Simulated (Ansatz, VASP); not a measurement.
# Ge in VASP and in Ansatz

```
CELL_PARAMETERS angstrom
2.88607 -3.08247 -0.39608
2.88607 3.08247 -0.39608
-1.94506 0.00000 7.23562
ATOMIC_POSITIONS crystal
Ge 0.10817 0.38310 0.35444
Ge 0.61690 0.89183 0.14556
Ge 0.89183 0.61690 0.64556
Ge 0.38310 0.10817 0.85444
Ge 0.00000 0.50000 0.00000
Ge 0.50000 0.00000 0.50000
```

Alike in both runs: functional PBE; k mesh 4 × 4 × 4; occupations gaussian, width 0.1 eV; no spin polarisation.

Ansatz relaxed the structure, and its values are those at the end. VASP's run is a single point on that final structure, the one shown.

```csv
,VASP,Ansatz
version,VASP 6.6.1,Ansatz 0.2.0
potentials or method,"VASP PAW PBE potentials, release 64 (Ge_d), cutoff 520 eV","scalar-relativistic, plane waves, PAW"
valence electrons in the cell,84,84
```

|  | VASP | Ansatz | Ansatz less VASP |
| --- | --- | --- | --- |
| gap on the k mesh at the Fermi level (eV) | none | none | - |
| pressure (GPa) | -0.1 | -0.1 | -0.02 |
| rms of the force components (eV/Å) | 0.013 | 0.012 | -0.0001 |

A gap of «none» marks a metal or a gap that the smearing closes. With one functional, cell and mesh, what is left measures potentials, basis and numerics.

The k mesh is coarse, so the values compare programs but aren't converged.
